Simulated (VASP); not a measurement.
The system is MgTe5.

```
Mg Te
1.0
     0.00000    4.59706    4.59706
     4.59706    0.00000    4.59706
     4.59706    4.59706    0.00000
Mg Te
1 5
Direct
  0.50000 0.50000 0.50000
  0.87395 0.87395 0.87395
  0.87395 0.87395 0.37814
  0.87395 0.37814 0.87395
  0.37814 0.87395 0.87395
  0.25000 0.25000 0.25000
```

The cell was built from a structure type or drawn by symmetry, and may not be a known phase.

| Property | Result |
| --- | --- |
| Program | VASP 6.6.1 |
| Task | relaxation of cell and atoms |
| Functional | PBE |
| Potentials or basis | VASP PAW PBE potentials, release 64 (Mg, Te) |
| Cutoff | 600 eV |
| k mesh | 4 × 4 × 4 |
| Occupations | gaussian, width 0.1 eV |
| Spin | no spin polarisation |

At the start: pressure -1.7 GPa; volume 32.38 Å³/atom.

Question: How do energy, volume and symmetry change on relaxing?

Answer: Over 5 steps the energy falls by 9.8 meV/atom and the volume is 30.85 Å³/atom (-4.7 %); space group F-43m (No. 216, to 0.1 Å) before and after.

Step by step:
```csv
step,energy change (eV),largest force (eV/Å),pressure (GPa),volume (Å³)
1,0.0000,0.1287,-1.73,194.30
2,-0.0536,0.1236,0.15,184.64
3,-0.0538,0.1245,0.05,185.07
4,-0.0563,0.0846,0.05,185.08
5,-0.0585,0.0006,0.05,185.10
```

Final structure:
```cif
data_structure
_symmetry_space_group_name_H-M 'P 1'
_symmetry_Int_Tables_number 1
_cell_length_a 6.3969
_cell_length_b 6.3969
_cell_length_c 6.3969
_cell_angle_alpha 60.000
_cell_angle_beta 60.000
_cell_angle_gamma 60.000
_cell_volume 185.10
loop_
_atom_site_label
_atom_site_type_symbol
_atom_site_fract_x
_atom_site_fract_y
_atom_site_fract_z
_atom_site_occupancy
Mg1 Mg 0.50000 0.50000 0.50000 1
Te1 Te 0.87555 0.87555 0.87555 1
Te2 Te 0.87555 0.87555 0.37336 1
Te3 Te 0.87555 0.37336 0.87555 1
Te4 Te 0.37336 0.87555 0.87555 1
Te5 Te 0.25000 0.25000 0.25000 1
```
